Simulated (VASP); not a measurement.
A run of VASP 6.6.1:

Contents of INCAR:

```
  PREC = Accurate
  ENCUT = 600
  EDIFF = 1E-6
  ISMEAR = 0
  SIGMA = 0.1
  LREAL = F
  LASPH = T
  NELM = 120
  ALGO = Normal
  ISIF = 2
  LWAVE = F
  LCHARG = F
  GGA = PE
  NBANDS = 11
  GGA_COMPAT = F
```

The input KPOINTS:

```
regular mesh
0
Gamma
  6 6 6
```

File POSCAR:

```
MgB2
1.0
    3.0627620200      0.0000000000      0.0000000000
   -1.5313810100      2.6524298200      0.0000000000
    0.0000000000      0.0000000000      3.5208704500
Mg B
1 2
Direct
    0.0000000000      0.0000000000      0.0000000000
    0.6666666900      0.3333333400      0.5000000000
    0.3333333400      0.6666666900      0.5000000000
```

Potentials or basis: VASP PAW PBE potentials, release 64 (Mg, B).

Launch:

```console
$ cat potpaw_PBE.64/Mg/POTCAR potpaw_PBE.64/B/POTCAR > POTCAR
$ mpirun -np 1 vasp_std > vasp.out
```

Hardware: 1 thread of AMD EPYC 7R13, on a shared host.

Task: How long does it take, and how much memory?

Result: Run time: 21 s on 1 thread of AMD EPYC 7R13, on a shared host, peak memory 0.12 GiB. Counts: scf iterations 12, k points 28.
